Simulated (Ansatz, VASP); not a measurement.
## One calculation of Si2Ni, two programs

File INCAR:

```
SYSTEM = Si2Ni
PREC = Accurate ; ENCUT = 520
EDIFF = 1E-6 ; ISMEAR = -1
SIGMA = 0.05 ; LREAL = .FALSE.
LASPH = .TRUE. ; NELM = 150
ALGO = Normal ; ISIF = 2
LWAVE = .FALSE. ; LCHARG = .TRUE.
ISPIN = 2 ; MAGMOM = 1.5 0 0
LORBIT = 11 ; NUPDOWN = 1.5
LMAXMIX = 4 ; GGA = PS
LELF = .TRUE. ; LVHAR = .TRUE.
NBANDS = 20
```

KPOINTS

```
Automatic mesh
0
G
  7 7 7
  0 0 0
```

Contents of POSCAR:

```
Si2Ni
1.0
    0.0000000000      2.7030000000      2.7030000000
    2.7030000000      0.0000000000      2.7030000000
    2.7030000000      2.7030000000      0.0000000000
Ni Si
1 2
Direct
    0.0000000000      0.0000000000      0.0000000000
    0.7500000000      0.7500000000      0.7500000000
    0.2500000000      0.2500000000      0.2500000000
```

The input input.yaml:

```yaml
crystal:
  lattice:
    - [0.0, 2.703, 2.703]
    - [2.703, 0.0, 2.703]
    - [2.703, 2.703, 0.0]
  atoms:
    - { symbol: Ni, position: [0.0, 0.0, 0.0], spin: 1.5 }
    - { symbol: Si, position: [0.75, 0.75, 0.75] }
    - { symbol: Si, position: [0.25, 0.25, 0.25] }
hamiltonian:
  xc: pbesol
  pseudopotentials: { kind: paw }
magnetization:
  spin_polarized: true
  initial_magnetization: 1.5
  spin_locking: { lock_magnetization: hard }
kpoints:
  mp_grid: { grid: [7, 7, 7] }
scf:
  occupations: { method: fermi_dirac, width: 0.05 }
  lower_state_search: "off"
output:
  forces: true
  stress: true
  eigenvalues: true
  write_density: true
  write_potential: true
  elf: true
  volumetric_format: npy
```

Alike in both runs: task single point; functional PBEsol; k mesh 7 × 7 × 7; occupations fermi-dirac, width 0.05 eV; collinear spin; fixed moment 1.5 μB.

```csv
,VASP,Ansatz
version,VASP 6.6.1,Ansatz 0.2.0
potentials or method,"VASP PAW PBE potentials, release 64 (Ni, Si)",Ansatz PAW
plane-wave cutoff (eV),520,420
valence electrons in the cell,18,26
```

```tsv
	VASP	Ansatz	Ansatz less VASP
pressure (GPa)	6.1	6.2	+0.01
net moment per atom (μB)	0.50	0.50	0.000
size of the moment on the site where the two differ most (μB)	0.64	0.60	-0.042
```

VASP's potentials were made for PBE, not for PBEsol. Site moments also hang on the region over which each program counts them. With one functional, cell and mesh, what is left measures potentials, basis and numerics. VASP's potentials hold 18 valence electrons a cell and Ansatz's 26, so a difference there can come from the potentials and not from the codes.
